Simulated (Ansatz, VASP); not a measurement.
Given: the input of a run of VASP 6.6.1 on SnTe.

File INCAR:

```
ALGO = Normal ; EDIFF = 1E-6
ENCUT = 520 ; GGA = PE
ISIF = 2 ; ISMEAR = -1
LASPH = T ; LCHARG = F
LREAL = F ; LWAVE = F
NBANDS = 17 ; NELM = 100
PREC = Accurate ; SIGMA = 0.05
```

Contents of KPOINTS:

```
k-points
0
Gamma
  7 7 7
```

POSCAR

```
SnTe
1.0
    3.8519273147      0.0000000000      0.0000000000
    0.0000000000      3.8519273147      0.0000000000
    0.0000000000      0.0000000000      3.8519273147
Te Sn
1 1
Direct
    0.5000000000      0.5000000000      0.5000000000
    0.0000000000      0.0000000000      0.0000000000
```

Potentials or basis: VASP PAW PBE potentials, release 64 (Te, Sn_d).

Launch:

```console
$ cat potpaw_PBE.64/Te/POTCAR potpaw_PBE.64/Sn_d/POTCAR > POTCAR
$ mpirun -np 1 vasp_std > vasp.out
```

Translate it to Ansatz 0.2.0. Potentials there: all-electron LAPW, scalar-relativistic.

As run (the cutoff follows the program's own potentials):

input.yaml

```yaml
crystal:
  lattice:
    - [3.8519273147, 0.0, 0.0]
    - [0.0, 3.8519273147, 0.0]
    - [0.0, 0.0, 3.8519273147]
  atoms:
    - { symbol: Te, position: [0.5, 0.5, 0.5] }
    - { symbol: Sn, position: [0.0, 0.0, 0.0] }
kpoints:
  mp_grid: { grid: [7, 7, 7] }
scf:
  occupations: { method: fermi_dirac, width: 0.05 }
hamiltonian:
  xc: pbe
  pseudopotentials: { kind: all_electron, lapw: { basis_error: 0.0005 } }
output:
  forces: true
  stress: true
  eigenvalues: true
```

Potentials or basis: all-electron LAPW, scalar-relativistic.

Run with:

```bash
$ ansatz run input.yaml --threads 1 --pin off --max-ram 3072MiB --backend cpu --events-out ev --progress --plain --runs-dir out
```

Both were run:

|  | VASP | Ansatz | Ansatz less VASP |
| --- | --- | --- | --- |
| gap on the k mesh at the Fermi level (eV) | none | none | - |
| pressure (GPa) | 0.4 | 0.4 | +0.06 |

A gap of «none» marks a metal or a gap that the smearing closes. Ansatz ran all-electron here, and VASP with PAW potentials.

Neither program's run includes spin-orbit coupling.
